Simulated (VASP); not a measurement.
HfBeC2N:

```xyz
5
Lattice="3.4361 0.0000 0.0000 0.0000 3.4361 0.0000 0.0000 0.0000 3.8374" Properties=species:S:1:pos:R:3 pbc="T T T"
Hf    1.7180    1.7180    1.9187
Be    0.0000    0.0000    0.0000
C     1.7180    0.0000    0.0000
C     0.0000    1.7180    0.0000
N     0.0000    0.0000    1.9187
```

* Program: VASP 6.6.1
* Task: relaxation of cell and atoms
* Functional: PBE
* Potentials or basis: VASP PAW PBE potentials, release 64 (Hf_pv, Be, C, N)
* Cutoff: 600 eV
* k mesh: 12 × 12 × 10
* Occupations: gaussian, width 0.1 eV
* Spin: no spin polarisation

At the start: pressure -1.5 GPa; volume 9.06 Å³/atom.

**Question.** How do energy, volume and symmetry change on relaxing?

**Answer.** Over 18 steps the energy falls by 20.3 meV/atom and the volume is 9.33 Å³/atom (+3.0 %); space group P4/mmm (No. 123, to 0.1 Å) before and after.

Step by step:
| step | energy change (eV) | largest force (eV/Å) | pressure (GPa) | volume (Å³) |
| --- | --- | --- | --- | --- |
| 1 | 0.0000 | 0.0000 | -1.48 | 45.31 |
| 2 | -0.0032 | 0.0000 | 1.06 | 44.76 |
| 3 | -0.0033 | 0.0000 | 0.66 | 44.84 |
| 4 | -0.0062 | 0.0000 | 0.70 | 44.87 |
| 5 | -0.0161 | 0.0000 | 0.92 | 44.95 |
| 6 | -0.0458 | 0.0000 | 1.97 | 45.05 |
| 7 | -0.0701 | 0.0000 | 6.78 | 45.10 |
| 8 | -0.0779 | 0.0000 | 4.95 | 45.11 |
| 9 | -0.0774 | 0.0000 | 5.35 | 45.11 |
| 10 | -0.0781 | 0.0000 | 5.31 | 45.14 |
| 11 | -0.0798 | 0.0000 | 5.25 | 45.22 |
| 12 | -0.0823 | 0.0000 | 5.16 | 45.38 |
| 13 | -0.0827 | 0.0000 | 5.03 | 45.70 |
| 14 | -0.0834 | 0.0000 | 5.10 | 45.56 |
| 15 | -0.0862 | 0.0000 | 4.66 | 45.65 |
| 16 | -0.0930 | 0.0000 | 3.44 | 45.91 |
| 17 | -0.1006 | 0.0000 | 1.08 | 46.42 |
| 18 | -0.1014 | 0.0000 | 0.04 | 46.66 |

Final structure:
```
CELL_PARAMETERS angstrom
3.28253 0.00000 0.00000
0.00000 3.28253 0.00000
0.00000 0.00000 4.33033
ATOMIC_POSITIONS crystal
Hf 0.50000 0.50000 0.50000
Be 0.00000 0.00000 0.00000
C 0.50000 0.00000 0.00000
C 0.00000 0.50000 0.00000
N 0.00000 0.00000 0.50000
```

Caveat: an odd number of electrons without spin polarisation forces a metal; a magnetic or distorted state may lie lower.
